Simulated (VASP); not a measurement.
A run of VASP 6.6.1:

Contents of INCAR:

```
SYSTEM = Li27H26I
PREC = Accurate ; ENCUT = 520
EDIFF = 1E-8 ; ISMEAR = -1
SIGMA = 0.01 ; LREAL = Auto
LASPH = .TRUE. ; NELM = 100
ALGO = Normal ; ISIF = 2
LWAVE = .FALSE. ; LCHARG = .FALSE.
GGA = PE ; LEFG = .TRUE.
NBANDS = 90
```

File KPOINTS:

```
regular mesh
0
G
  3 3 3
  0 0 0
```

POSCAR

```
Li27H26I
1.0
    0.0000000000      6.0258581757      6.0258581757
    6.0258581757      0.0000000000      6.0258581757
    6.0258581757      6.0258581757      0.0000000000
Li I H
27 1 26
Direct
    0.0000000000      0.0000000000      0.0000000000
    0.0000000000      0.0000000000      0.3333333333
    0.0000000000      0.0000000000      0.6666666667
    0.0000000000      0.3333333333      0.0000000000
    0.0000000000      0.3333333333      0.3333333333
    0.0000000000      0.3333333333      0.6666666667
    0.0000000000      0.6666666667      0.0000000000
    0.0000000000      0.6666666667      0.3333333333
    0.0000000000      0.6666666667      0.6666666667
    0.3333333333      0.0000000000      0.0000000000
    0.3333333333      0.0000000000      0.3333333333
    0.3333333333      0.0000000000      0.6666666667
    0.3333333333      0.3333333333      0.0000000000
    0.3333333333      0.3333333333      0.3333333333
    0.3333333333      0.3333333333      0.6666666667
    0.3333333333      0.6666666667      0.0000000000
    0.3333333333      0.6666666667      0.3333333333
    0.3333333333      0.6666666667      0.6666666667
    0.6666666667      0.0000000000      0.0000000000
    0.6666666667      0.0000000000      0.3333333333
    0.6666666667      0.0000000000      0.6666666667
    0.6666666667      0.3333333333      0.0000000000
    0.6666666667      0.3333333333      0.3333333333
    0.6666666667      0.3333333333      0.6666666667
    0.6666666667      0.6666666667      0.0000000000
    0.6666666667      0.6666666667      0.3333333333
    0.6666666667      0.6666666667      0.6666666667
    0.1666666667      0.1666666667      0.1666666667
    0.1666666667      0.1666666667      0.5000000000
    0.1666666667      0.1666666667      0.8333333333
    0.1666666667      0.5000000000      0.1666666667
    0.1666666667      0.5000000000      0.5000000000
    0.1666666667      0.5000000000      0.8333333333
    0.1666666667      0.8333333333      0.1666666667
    0.1666666667      0.8333333333      0.5000000000
    0.1666666667      0.8333333333      0.8333333333
    0.5000000000      0.1666666667      0.1666666667
    0.5000000000      0.1666666667      0.5000000000
    0.5000000000      0.1666666667      0.8333333333
    0.5000000000      0.5000000000      0.1666666667
    0.5000000000      0.5000000000      0.5000000000
    0.5000000000      0.5000000000      0.8333333333
    0.5000000000      0.8333333333      0.1666666667
    0.5000000000      0.8333333333      0.5000000000
    0.5000000000      0.8333333333      0.8333333333
    0.8333333333      0.1666666667      0.1666666667
    0.8333333333      0.1666666667      0.5000000000
    0.8333333333      0.1666666667      0.8333333333
    0.8333333333      0.5000000000      0.1666666667
    0.8333333333      0.5000000000      0.5000000000
    0.8333333333      0.5000000000      0.8333333333
    0.8333333333      0.8333333333      0.1666666667
    0.8333333333      0.8333333333      0.5000000000
    0.8333333333      0.8333333333      0.8333333333
```

Potentials or basis: VASP PAW PBE potentials, release 64 (Li_sv, I, H).

Command:

```console
$ cat potpaw_PBE.64/Li_sv/POTCAR potpaw_PBE.64/I/POTCAR potpaw_PBE.64/H/POTCAR > POTCAR
$ mpirun -np 1 vasp_std > vasp.out
```

Hardware: 1 thread of Oxide Virtual Turin-like Processor (shared host).

Q: Estimate the wall time of this run.

A: Run time: 13 min on 1 thread of Oxide Virtual Turin-like Processor (shared host), peak memory 0.56 GiB. Counts: scf iterations 22, k points 4.
